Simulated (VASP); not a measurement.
Wanted: the native input for a VASP 6.6.1 run.

* Task: single point
* Functional: r2SCAN
* Potentials or basis: VASP PAW PBE potentials, release 64 (N, As, B)
* Cutoff: 520 eV
* k mesh: 8 × 8 × 6
* Occupations: fermi-dirac, width 0.02 eV
* Spin: no spin polarisation
* Dipole correction: no
* Further INCAR settings: ALGO = Normal; EDIFF = 1e-06; NBANDS = 26

Crystal: B4AsN3.

```
N As B
1.0
     4.61076   -1.38755   -0.01910
     4.61076    1.38755   -0.01910
    -0.85800    0.00000    4.80440
N As B
3 1 4
Direct
  0.00975 0.00975 0.01711
  0.49526 0.49526 0.48235
  0.74735 0.74735 0.25183
  0.25093 0.25093 0.74962
  0.46419 0.46419 0.82585
  0.93037 0.93037 0.31425
  0.18292 0.18292 0.10011
  0.66923 0.66923 0.50889
```

The input as run:

POSCAR

```
B4AsN3
1.0
    4.6107635508     -1.3875484992     -0.0190970965
    4.6107635508      1.3875484992     -0.0190970965
   -0.8580009139      0.0000000000      4.8043984574
N As B
3 1 4
Direct
    0.0097468118      0.0097468118      0.0171067164
    0.4952585931      0.4952585931      0.4823497842
    0.7473539424      0.7473539424      0.2518347822
    0.2509323528      0.2509323528      0.7496190639
    0.4641930062      0.4641930062      0.8258479657
    0.9303721096      0.9303721096      0.3142450551
    0.1829161110      0.1829161110      0.1001100729
    0.6692270731      0.6692270731      0.5088865596
```

INCAR.step1

```
SYSTEM = B4AsN3
ALGO = Normal
EDIFF = 1E-4
ENCUT = 520
GGA = PE
ISMEAR = -1
LASPH = .True.
LCHARG = .False.
LREAL = .False.
LWAVE = .True.
NBANDS = 26
NELM = 60
PREC = Accurate
SIGMA = 0.02
```

INCAR.step2

```
SYSTEM = B4AsN3
ALGO = Normal
EDIFF = 1E-6
ENCUT = 520
ISIF = 2
ISMEAR = -1
ISTART = 1
LASPH = .True.
LCHARG = .True.
LELF = .True.
LMIXTAU = .True.
LREAL = .False.
LVHAR = .True.
LWAVE = .False.
METAGGA = R2SCAN
NBANDS = 26
NELM = 60
PREC = Accurate
SIGMA = 0.02
```

KPOINTS

```
k-points
0
Gamma
  8 8 6
  0 0 0
```

Potentials or basis: VASP PAW PBE potentials, release 64 (N, As, B).

Run with:

```console
$ cat potpaw_PBE.64/N/POTCAR potpaw_PBE.64/As/POTCAR potpaw_PBE.64/B/POTCAR > POTCAR
$ cp INCAR.step1 INCAR
$ mpirun -np 1 vasp_std > vasp.out
$ cp INCAR.step2 INCAR
$ mpirun -np 1 vasp_std > vasp.out
```

Results of the run:

* Pressure: 1.1 GPa
* Largest force: 0.107 eV/Å
* Band gap on the k mesh: 0.29 eV (least direct gap 0.46 eV)

Caveat: semilocal functionals underestimate gaps, and a narrow one can read as zero; the PAW data sets were made with another functional, which shifts forces and pressure a little.

Run time: 18 min on 1 thread of Intel Xeon 8259CL, on a shared host, peak memory 0.33 GiB.
